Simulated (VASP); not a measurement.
A run of VASP 6.6.1 is set up as follows.

Contents of INCAR:

```
PREC     = Accurate       # precision mode
ENCUT    = 520            # plane-wave cutoff, eV
EDIFF    = 1E-8           # SCF threshold, eV
ISMEAR   = -1             # smearing method
SIGMA    = 0.03           # smearing width, eV
LREAL    = False          # projectors in reciprocal space
LASPH    = True           # aspherical terms in the spheres
NELM     = 100            # most SCF steps
ALGO     = Normal         # electronic algorithm
ISIF     = 2              # what is computed and relaxed
LWAVE    = False          # write WAVECAR
LCHARG   = False          # write CHGCAR
GGA      = PS             # functional
LEFG     = True         
NBANDS   = 10             # bands
```

KPOINTS

```
Automatic mesh
0
Gamma
  11 11 11
```

File POSCAR:

```
Na
1.0
   -2.1590301515      2.1590301515      2.1590301515
    2.1590301515     -2.1590301515      2.1590301515
    2.1590301515      2.1590301515     -2.1590301515
Na
1
Direct
    0.0000000000      0.0000000000      0.0000000000
```

Potentials or basis: VASP PAW PBE potentials, release 64 (Na_pv).

Command:

```console
$ cat potpaw_PBE.64/Na_pv/POTCAR > POTCAR
$ mpirun -np 1 vasp_std > vasp.out
```

Task: What does it give for the pressure?

Result: -0.7 GPa.

Caveat: without QUAD_EFG the Cq values of the log hold for a quadrupole moment of 1 mb, not for the nuclei; the PAW data sets were made with another functional, which shifts forces and pressure a little.
